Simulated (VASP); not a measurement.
Tm, 2 atoms in the cell. It takes space group Fd-3m (No. 227, cubic). The conventional cell has a = 8.676 Å, b = 8.676 Å, c = 8.676 Å, α = 90.00°, β = 90.00°, γ = 90.00°. Within 4.9 Å of Tm (site symmetry -43m) lie 4 Tm at 3.76 Å. 

```yaml
Program: VASP 6.6.1
Task: single point
Functional: PBE
Potentials_or_basis: VASP PAW PBE potentials, release 64 (Tm)
Cutoff: 520 eV
k_mesh: 8 × 8 × 8
Occupations: fermi-dirac, width 0.136057 eV
Spin: no spin polarisation
Dipole_correction: no
Further_INCAR_settings: ALGO = Normal; EDIFF = 1e-06; NBANDS = 30
```

Potentials or basis: VASP PAW PBE potentials, release 64 (Tm).

Run with:

```console
$ cat potpaw_PBE.64/Tm/POTCAR > POTCAR
$ mpirun -np 1 vasp_std > vasp.out
```

Hardware: 1 thread of Intel(R) Xeon(R) Platinum 8488C (Sapphire Rapids), with other jobs on the host.

Estimate the wall time of this run.

It took 6.8 min on 1 thread of Intel(R) Xeon(R) Platinum 8488C (Sapphire Rapids) (shared host), peak memory 0.4 GiB. Counts: scf iterations 48, k points 29.
